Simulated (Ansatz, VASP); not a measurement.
## SiGe: VASP beside Ansatz

```
Si Ge
1.0
     3.90047    0.00000    0.00000
    -1.95023    3.37790    0.00000
     0.00000    0.00000    6.44316
Si Ge
2 2
Cartesian
  1.9502 1.1260 5.6348
  0.0000 2.2519 2.4133
  1.9502 1.1260 3.2745
  0.0000 2.2519 0.0529
```

Alike in both runs: task single point; functional PBEsol; k mesh 12 × 12 × 6; occupations gaussian, width 0.03 eV; no spin polarisation.

```csv
,VASP,Ansatz
version,VASP 6.6.1,Ansatz 0.2.0
potentials or method,"VASP PAW PBE potentials, release 64 (Si, Ge_d), cutoff 520 eV","scalar-relativistic, plane waves, PAW"
valence electrons in the cell,36,36
```

Ansatz gave:

```
gap on the k mesh at the Fermi level (eV)                     : 0.20
least direct gap on the mesh (eV)                             : 0.37
pressure (GPa)                                                : 0.0
traceless stress, the component that is largest in VASP (GPa) : 2.02
rms of the force components (eV/Å)                            : 0.375
```

Q: Which values does VASP return?

A: gap on the k mesh at the Fermi level (eV): 0.20; least direct gap on the mesh (eV): 0.38; pressure (GPa): 0.0; traceless stress, the component that is largest in VASP (GPa): 2.01; rms of the force components (eV/Å): 0.375.

VASP's potentials were made for PBE, not for PBEsol, and Ansatz warns of the same on its side. Atom by atom the forces differ by 0.000 eV/Å (rms over components).
